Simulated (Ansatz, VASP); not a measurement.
# Zn in VASP and in Ansatz

Contents of INCAR:

```
  PREC = Accurate
  ENCUT = 500
  EDIFF = 1E-6
  ISMEAR = -1
  SIGMA = 0.1
  LREAL = False
  LASPH = True
  NELM = 120
  ALGO = Normal
  ISIF = 2
  LWAVE = False
  LCHARG = False
  GGA = CA
  NBANDS = 19
  GGA_COMPAT = False
```

KPOINTS

```
regular mesh
0
Gamma
  16 16 8
```

POSCAR

```
Zn
1.0
    1.2872944537     -2.2296593982      0.0000000000
    1.2872944537      2.2296593982      0.0000000000
    0.0000000000      0.0000000000      4.7135629526
Zn
2
Direct
    0.6666666670      0.3333333330      0.2500000000
    0.3333333330      0.6666666670      0.7500000000
```

Input for Ansatz:

```yaml
crystal:
  lattice:
    - [1.2872944537, -2.2296593982, 0.0]
    - [1.2872944537, 2.2296593982, 0.0]
    - [0.0, 0.0, 4.7135629526]
  atoms:
    - { symbol: Zn, position: [0.666666667, 0.333333333, 0.25] }
    - { symbol: Zn, position: [0.333333333, 0.666666667, 0.75] }
kpoints:
  mp_grid: { grid: [16, 16, 8] }
scf:
  occupations: { method: fermi_dirac, width: 0.1 }
hamiltonian:
  xc: lda
  pseudopotentials: { kind: all_electron, lapw: { basis_error: 0.001 } }
output:
  forces: true
  stress: true
  eigenvalues: true
```

Alike in both runs: task single point; functional LDA; k mesh 16 × 16 × 8; occupations fermi-dirac, width 0.1 eV; no spin polarisation.

|  | VASP | Ansatz |
| --- | --- | --- |
| version | VASP 6.6.1 | Ansatz 0.2.0 |
| potentials or method | VASP PAW LDA potentials, release 64 (Zn), cutoff 500 eV | all-electron LAPW, scalar-relativistic |

VASP gave:

- pressure (GPa): 0.7
- traceless stress, the component that is largest in VASP (GPa): 0.09

Question: What did Ansatz give for the same quantities?

Answer: Pressure (GPa): 0.0; traceless stress, the component that is largest in VASP (GPa): 0.32.

LDA's correlation is that of Perdew and Zunger in VASP and of Perdew and Wang (1992) in Ansatz. Ansatz ran all-electron here, and VASP with PAW potentials.
